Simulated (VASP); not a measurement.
# SnSe2 (P-3m1) in VASP: notebook, part 2 of 3

VASP 6.6.1.

## Step 3: Single point, PBE

This run uses another cell than the first one, of 24.35 Å³/atom, 1.029 times its volume.

The input, INCAR:

```
PREC = Accurate
ENCUT = 520
EDIFF = 1E-7
ISMEAR = 0
SIGMA = 0.01
LREAL = False
LASPH = True
NELM = 60
ALGO = Normal
ISIF = 2
LWAVE = False
LCHARG = True
GGA = PE
LELF = True
LVHAR = True
NBANDS = 20
```

The input, KPOINTS:

```
Automatic mesh
0
Gamma
  6 6 4
```

The input, POSCAR:

```
SnSe2
1.0
    3.7420074162      0.0000000000      0.0000000000
   -1.8710037081      3.2406736664      0.0000000000
    0.0000000000      0.0000000000      6.0249166900
Sn Se
1 2
Direct
    0.0000000000      0.0000000000      0.0000000000
    0.3333333333      0.6666666667      0.2490000000
    0.6666666667      0.3333333333      0.7510000000
```

Potentials or basis: VASP PAW PBE potentials, release 64 (Sn_d, Se).

Launch:

```
> cat potpaw_PBE.64/Sn_d/POTCAR potpaw_PBE.64/Se/POTCAR > POTCAR
> mpirun -np 1 vasp_std > vasp.out
```

Wall time 55 s (1 thread of Intel Xeon 8259CL, shared host); peak memory 0.2 GiB.

The run converged. Its results:

- Free energy: -11.5288 eV
- Pressure: 10.8 GPa
- Largest force: 1.401 eV/Å
- Band gap on the k mesh: 0.85 eV, indirect (least direct gap 1.35 eV)

Forces on the atoms (eV/Å):
```
Sn   0.000  0.000  0.000
Se   0.000  0.000  1.401
Se   0.000  0.000 -1.401
```

Stress tensor (GPa, compression positive):
```
10.38  0.00  0.00
 0.00 10.38  0.00
 0.00  0.00 11.54
```

Levels at points of the mesh, in eV from the valence-band top:
| k point | band 11 | band 12 | band 13 | band 14 | band 15 | band 16 |
| --- | --- | --- | --- | --- | --- | --- |
| (0.00, 0.00, 0.00) | -0.44 | -0.44 | 0.00 | 1.35 | 2.96 | 4.73 |
| (0.50, 0.00, 0.00) | -2.91 | -1.34 | -0.34 | 1.20 | 3.83 | 5.39 |
| (0.00, 0.00, 0.50) | -0.87 | -0.27 | -0.27 | 2.70 | 2.98 | 4.43 |
| (0.50, 0.00, 0.50) | -2.12 | -0.94 | -0.77 | 0.95 | 4.27 | 4.83 |

Caveat: spin-orbit coupling is left out, which moves the levels of the heavy elements; this functional lacks dispersion, which binds the layers, so the pressure and a relaxed spacing across them are unreliable; forces of over 1 eV/Å act on the atoms, so gaps and moduli don't describe the material at rest. A k mesh can miss the band edges.

## Step 4: Single point, PBE

This run uses another cell than the first one, of 25.04 Å³/atom, 1.058 times its volume.

The input, INCAR:

```
SYSTEM = SnSe2
PREC = Accurate ; ENCUT = 520
EDIFF = 1E-7 ; ISMEAR = 0
SIGMA = 0.01 ; LREAL = .False.
LASPH = .True. ; NELM = 100
ALGO = Normal ; ISIF = 2
LWAVE = .False. ; LCHARG = .False.
GGA = PE ; NBANDS = 20
```

The input, KPOINTS:

```
regular mesh
0
Gamma
  6 6 4
  0 0 0
```

The input, POSCAR:

```
SnSe2
1.0
    3.7768187865      0.0000000000      0.0000000000
   -1.8884093933      3.2708211991      0.0000000000
    0.0000000000      0.0000000000      6.0809656453
Sn Se
1 2
Direct
    0.0000000000      0.0000000000      0.0000000000
    0.3333333333      0.6666666667      0.2490000000
    0.6666666667      0.3333333333      0.7510000000
```

Potentials or basis: VASP PAW PBE potentials, release 64 (Sn_d, Se).

Launch:

```
> cat potpaw_PBE.64/Sn_d/POTCAR potpaw_PBE.64/Se/POTCAR > POTCAR
> mpirun -np 1 vasp_std > vasp.out
```

OUTCAR:

```text
SYSTEM = SnSe2
   PREC = Accurate
   ENCUT = 520
   EDIFF = 1E-7
   ISMEAR = 0
   LREAL = .False.
   LASPH = .True.
   NELM = 100
   ISIF = 2
   GGA = PE

 ion  position               nearest neighbor table
   1  0.000  0.000  0.000-   2 2.65   3 2.65   3 2.65   2 2.65   3 2.65   2 2.65
   2  0.333  0.667  0.249-   1 2.65   1 2.65   1 2.65
   3  0.667  0.333  0.751-   1 2.65   1 2.65   1 2.65

  LATTYP: Found a hexagonal cell.
 ALAT       =     3.7768187865
 C/A-ratio  =     1.6100760955

  Lattice vectors:

 A1 = (   3.7768187865,   0.0000000000,   0.0000000000)
 A2 = (  -1.8884093933,   3.2708211991,   0.0000000000)
 A3 = (   0.0000000000,   0.0000000000,   6.0809656453)

Analysis of symmetry for initial positions (statically):
=====================================================================
 Subroutine PRICEL returns:
 Original cell was already a primitive cell.

 Routine SETGRP: Setting up the symmetry group for a
 hexagonal supercell.

 Subroutine GETGRP returns: Found 12 space group operations
 (whereof 12 operations were pure point group operations)
 out of a pool of 24 trial point group operations.

The static configuration has the point symmetry D_3d.

[... 159 lines left out ...]
  energy without entropy =      -11.64944294  energy(sigma->0) =      -11.64944294

 E-fermi :   4.5261     XC(G=0):  -9.5761

 val. band max:        4.4749361951   @ k =   0.0000   0.0000   0.0000
 cond. band min:       5.3103396927   @ k =   0.5000   0.0000   0.2500
 fundamental gap:      0.8354034976
 Fermi energy:         4.5260940235

 k-point     1 :       0.0000    0.0000    0.0000
  band No.  band energies     occupation
      1     -16.8414      2.00000
      2     -16.8414      2.00000
      3     -16.7978      2.00000
      4     -16.7805      2.00000
      5     -16.7805      2.00000
      6      -9.7388      2.00000
[... 541 lines left out ...]
     19      13.4702      0.00000
     20      13.5852      0.00000

------------------------ aborting loop because EDIFF is reached ----------------------------------------

  FORCE on cell =-STRESS in cart. coord.  units (eV):
  Direction    XX          YY          ZZ          XY          YZ          ZX
  --------------------------------------------------------------------------------------
  -------------------------------------------------------------------------------------
  Total        3.5650384      3.5650388      4.1615506     -0.0000000     -0.0000000      0.0000000
  in kB       76.0360047     76.0360133     88.7585623     -0.0000000     -0.0000000      0.0000000
  external PRESSURE =      80.2768601 kB  Pullay stress =       0.0000000 kB

 VOLUME and BASIS-vectors are now :
 -----------------------------------------------------------------------------
  energy-cutoff  :      520.00
  volume of cell :       75.12
      direct lattice vectors                 reciprocal lattice vectors
     3.776818786  0.000000000  0.000000000     0.264773095  0.152866809  0.000000000
    -1.888409393  3.270821199  0.000000000     0.000000000  0.305733618  0.000000000
     0.000000000  0.000000000  6.080965645     0.000000000  0.000000000  0.164447566

 POSITION                                       TOTAL-FORCE (eV/Angst)
 -----------------------------------------------------------------------------------
      0.00000      0.00000      0.00000         0.000000     -0.000000      0.000000
     -0.00000      2.18055      1.51416        -0.000000     -0.000000      1.082420
      1.88841      1.09027      4.56681         0.000000      0.000000     -1.082420
 -----------------------------------------------------------------------------------
    total drift:                                0.000000      0.000000      0.000000

  FREE ENERGIE OF THE ION-ELECTRON SYSTEM (eV)
  ---------------------------------------------------
  free  energy   TOTEN  =       -11.6494429410 eV

  energy  without entropy=      -11.6494429410  energy(sigma->0) =      -11.64944294
```

OSZICAR:

```text
N       E                     dE             d eps       ncg     rms          rms(c)
DAV:   1     0.205740724337E+03    0.20574E+03   -0.12320E+04  1000   0.147E+03
DAV:   2     0.121245508288E+02   -0.19362E+03   -0.18581E+03  1000   0.385E+02
DAV:   3    -0.111094288002E+02   -0.23234E+02   -0.22656E+02  1176   0.114E+02
DAV:   4    -0.119113668632E+02   -0.80194E+00   -0.80017E+00  1116   0.225E+01
DAV:   5    -0.119308282214E+02   -0.19461E-01   -0.19457E-01  1352   0.366E+00    0.545E+00
DAV:   6    -0.116730937980E+02    0.25773E+00   -0.47734E-01  1420   0.758E+00    0.352E+00
DAV:   7    -0.116493302581E+02    0.23764E-01   -0.17836E-01  1216   0.278E+00    0.101E+00
DAV:   8    -0.116489068337E+02    0.42342E-03   -0.13838E-02  1224   0.123E+00    0.302E-01
DAV:   9    -0.116494064855E+02   -0.49965E-03   -0.16478E-03  1112   0.299E-01    0.907E-02
DAV:  10    -0.116494098078E+02   -0.33224E-05   -0.10907E-04  1296   0.796E-02    0.347E-02
DAV:  11    -0.116494412386E+02   -0.31431E-04   -0.41588E-05  1096   0.352E-02    0.620E-03
DAV:  12    -0.116494423703E+02   -0.11317E-05   -0.19179E-06  1276   0.100E-02    0.568E-03
DAV:  13    -0.116494428594E+02   -0.48904E-06   -0.21666E-06  1092   0.872E-03    0.258E-03
DAV:  14    -0.116494429410E+02   -0.81642E-07   -0.48232E-08   908   0.149E-03
   1 F= -.11649443E+02 E0= -.11649443E+02  d E =-.168671E-15
```

Run time: 60 s. Hardware: 1 thread of Intel Xeon 8259CL, shared host; peak memory 0.2 GiB.

What came out:

| Item | Value |
| --- | --- |
| Free energy | -11.6494 eV |
| Pressure | 8.0 GPa |
| Largest force | 1.082 eV/Å |
| Band gap on the k mesh | 0.84 eV, indirect (least direct gap 1.21 eV) |

Forces on the atoms (eV/Å):
```
Sn   0.000  0.000  0.000
Se   0.000  0.000  1.082
Se   0.000  0.000 -1.082
```

Stress tensor (GPa, compression positive):
```
7.60 0.00 0.00
0.00 7.60 0.00
0.00 0.00 8.88
```

Levels at points of the mesh, in eV from the valence-band top:
```csv
k point,band 11,band 12,band 13,band 14,band 15,band 16
"(0.00, 0.00, 0.00)",-0.41,-0.41,0.00,1.21,2.95,4.68
"(0.50, 0.00, 0.00)",-2.79,-1.26,-0.32,1.18,3.81,5.42
"(0.00, 0.00, 0.50)",-0.83,-0.25,-0.25,2.57,2.95,4.40
"(0.50, 0.00, 0.50)",-2.05,-0.89,-0.73,0.91,4.27,4.84
```

Caveat: spin-orbit coupling is left out, which moves the levels of the heavy elements; this functional lacks dispersion, which binds the layers, so the pressure and a relaxed spacing across them are unreliable; forces of over 1 eV/Å act on the atoms, so gaps and moduli don't describe the material at rest.

## Step 5: Single point, PBE

This run uses another cell than the first one, of 26.41 Å³/atom, 1.116 times its volume.

The input, INCAR:

```
SYSTEM = SnSe2
PREC = Accurate
ENCUT = 520
EDIFF = 1E-7
ISMEAR = 0
SIGMA = 0.01
LREAL = .FALSE.
LASPH = .TRUE.
NELM = 80
ALGO = Normal
ISIF = 2
LWAVE = .FALSE.
LCHARG = .FALSE.
GGA = PE
NBANDS = 20
```

The input, KPOINTS:

```
regular mesh
0
G
  6 6 4
  0 0 0
```

The input, POSCAR:

```
SnSe2
1.0
    3.8445788227      0.0000000000      0.0000000000
   -1.9222894113      3.3295031151      0.0000000000
    0.0000000000      0.0000000000      6.1900644597
Sn Se
1 2
Direct
    0.0000000000      0.0000000000      0.0000000000
    0.3333333333      0.6666666667      0.2490000000
    0.6666666667      0.3333333333      0.7510000000
```

Launch:

```
> cat potpaw_PBE.64/Sn_d/POTCAR potpaw_PBE.64/Se/POTCAR > POTCAR
> mpirun -np 1 vasp_std > vasp.out
```

Wall time 75 s (1 thread of Intel Xeon 8259CL, shared host); peak memory 0.21 GiB.

It converged, with:

| Quantity | Value |
| --- | --- |
| Free energy | -11.7966 eV |
| Pressure | 3.6 GPa |
| Largest force | 0.539 eV/Å |
| Band gap on the k mesh | 0.79 eV, indirect (least direct gap 0.98 eV) |

Forces on the atoms (eV/Å):
```
Sn   0.000  0.000  0.000
Se   0.000  0.000  0.539
Se   0.000  0.000 -0.539
```

Stress tensor (GPa, compression positive):
```
3.12 0.00 0.00
0.00 3.12 0.00
0.00 0.00 4.55
```

Levels at points of the mesh, in eV from the valence-band top:
```
           k point  band 10  band 11  band 12  band 13  band 14  band 15  band 16  band 17
(0.00, 0.00, 0.00)    -0.66    -0.37    -0.37     0.00     0.98     2.94     4.60     4.60
(0.50, 0.00, 0.00)    -2.79    -2.57    -1.13    -0.28     1.13     3.78     5.43     5.49
(0.00, 0.00, 0.50)    -0.75    -0.75    -0.22    -0.22     2.33     2.89     4.34     4.34
(0.50, 0.00, 0.50)    -2.41    -1.93    -0.79    -0.66     0.84     4.25     4.86     5.89
```

Caveat: spin-orbit coupling is left out, which moves the levels of the heavy elements; this functional lacks dispersion, which binds the layers, so the pressure and a relaxed spacing across them are unreliable. A k mesh can miss the band edges.

(Part 2 of 3 ends here.)
